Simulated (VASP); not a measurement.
TaN: single point with PBEsol

TaN:

```xyz
4
Lattice="3.0500 0.0000 0.0000 -1.5250 2.6414 0.0000 0.0000 0.0000 4.7918" Properties=species:S:1:pos:R:3 pbc="T T T"
Ta    0.0000    1.7609    0.0000
Ta    1.5250    0.8805    2.3959
N     0.0000    1.7609    1.8448
N     1.5250    0.8805    4.2407
```

This cell differs from its parent crystal: strain +0.000 along x and y, -0.030 along z.

```
Program                : VASP 6.6.1
Task                   : single point
Functional             : PBEsol
Potentials or basis    : VASP PAW PBE potentials, release 64 (Ta_pv, N)
Cutoff                 : 520 eV
k mesh                 : 18 × 18 × 10
Occupations            : gaussian, width 0.15 eV
Spin                   : no spin polarisation
Dipole correction      : no
Further INCAR settings : ALGO = Normal; EDIFF = 1e-06; NBANDS = 24
```

```json
{
 "Pressure": "151.0 GPa",
 "Largest force": "0.662 eV/Å",
 "Band gap on the k mesh": "zero (bands 16 and 17 overlap by 2.91 eV)"
}
```

Forces on the atoms (eV/Å):
```
Ta   0.000  0.000  0.662
Ta   0.000  0.000  0.662
N    0.000  0.000 -0.662
N    0.000  0.000 -0.662
```

Stress tensor (GPa, compression positive):
```
154.45   0.00   0.00
  0.00 154.45   0.00
  0.00   0.00 143.96
```

Levels at points of the mesh, in eV from the Fermi level:
| k point | band 13 | band 14 | band 15 | band 16 | band 17 | band 18 | band 19 | band 20 |
| --- | --- | --- | --- | --- | --- | --- | --- | --- |
| (0.00, 0.00, 0.00) | -7.99 | -7.30 | -1.14 | -1.14 | -0.25 | 2.07 | 2.69 | 2.69 |
| (0.50, 0.00, 0.00) | -6.22 | -5.21 | -2.55 | -1.01 | 0.33 | 1.24 | 2.16 | 3.76 |
| (0.00, 0.00, 0.50) | -8.68 | -8.68 | 1.21 | 1.21 | 1.21 | 1.21 | 1.88 | 1.88 |
| (0.50, 0.00, 0.50) | -6.66 | -6.66 | -0.36 | -0.36 | 2.22 | 2.22 | 2.24 | 2.24 |

Wall time 110 s on 1 thread of AMD EPYC 9R45 96-Core Processor (Zen 5), with other jobs on the host, peak memory 0.26 GiB.

Caveat: the cell differs from its parent crystal (strain +0.000 along x and y, -0.030 along z); the stress differs along the axes, from 144 to 154 GPa; the PAW data sets were made with another functional, which shifts forces and pressure a little; spin-orbit coupling is left out, which moves the levels of the heavy elements.
